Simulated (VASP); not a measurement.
## Pt: single point with PBEsol

Pt:

```
Pt
1.0
     2.76067    0.00000    0.00000
    -1.38033    2.39081    0.00000
     0.00000    0.00000    4.79213
Pt
2
Direct
  0.66667 0.33333 0.75000
  0.33333 0.66667 0.25000
```

```json
{
  "Program": "VASP 6.6.1",
  "Task": "single point",
  "Functional": "PBEsol",
  "Potentials or basis": "VASP PAW PBE potentials, release 64 (Pt)",
  "Cutoff": "520 eV",
  "k mesh": "24 × 24 × 12",
  "Occupations": "gaussian, width 0.15 eV",
  "Spin": "no spin polarisation"
}
```

```
Pressure               : -11.2 GPa
Band gap on the k mesh : zero (band 10 reaches 10.67 eV, above the bottom of band 11 at 9.39 eV)
```

Stress tensor (GPa, compression positive):
```
-11.00   0.00   0.00
  0.00 -11.00   0.00
  0.00   0.00 -11.49
```

Levels at points of the mesh, in eV from the Fermi level:
```tsv
k point	band 8	band 9	band 10	band 11	band 12	band 13
(0.00, 0.00, 0.00)	-1.79	-1.79	-0.78	-0.21	-0.21	4.64
(0.50, 0.00, 0.00)	0.01	0.30	0.50	2.24	3.71	7.21
(0.00, 0.00, 0.50)	-3.41	-0.78	-0.78	-0.78	-0.78	11.86
(0.50, 0.00, 0.50)	-0.86	0.41	0.41	1.66	1.66	6.41
```

Run time: 5 min on 1 thread of Intel Xeon 8259CL, on a shared host, peak memory 0.31 GiB.

Caveat: the PAW data sets were made with another functional, which shifts forces and pressure a little; spin-orbit coupling is left out, which moves the levels of the heavy elements.
